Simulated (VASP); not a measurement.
The system is HfB2.

```
Hf B
1.0
     3.14000    0.00000    0.00000
    -1.57000    2.71932    0.00000
     0.00000    0.00000    3.48000
Hf B
1 2
Direct
  0.00000 0.00000 0.00000
  0.66667 0.33333 0.50000
  0.33333 0.66667 0.50000
```

```yaml
Program: VASP 6.6.1
Task: relaxation of cell and atoms
Functional: PBE
Potentials_or_basis: VASP PAW PBE potentials, release 64 (Hf_pv, B)
Cutoff: 600 eV
k_mesh: 10 × 10 × 8
Occupations: fermi-dirac, width 0.05 eV
Spin: no spin polarisation
Hubbard_terms: Hf d U = 8.0 eV
```

At the start: pressure 25.5 GPa; volume 9.90 Å³/atom.

Problem. How do energy, volume and symmetry change on relaxing?

Solution. Over 6 steps the energy falls by 80.4 meV/atom and the volume is 10.93 Å³/atom (+10.4 %); space group P6/mmm (No. 191, to 0.1 Å) before and after.

Step by step:
```csv
step,energy change (eV),largest force (eV/Å),pressure (GPa),volume (Å³)
1,0.0000,0.0000,25.47,29.71
2,0.0677,0.0000,-21.07,37.01
3,-0.2316,0.0000,-0.96,32.88
4,-0.2317,0.0000,-0.52,32.81
5,-0.2411,0.0000,0.05,32.79
6,-0.2411,0.0000,0.12,32.79
```

Final structure:
```yaml
crystal:
  lattice:
    - [3.21073, 0.00000, 0.00000]
    - [-1.60537, 2.78057, 0.00000]
    - [0.00000, 0.00000, 3.67294]
  atoms:
    - { symbol: Hf, position: [0.00000, 0.00000, 0.00000] }
    - { symbol: B, position: [0.66667, 0.33333, 0.50000] }
    - { symbol: B, position: [0.33333, 0.66667, 0.50000] }
```

Caveat: U without spin polarisation on a metal has little footing; the U is typed as a test and isn't derived for this compound.
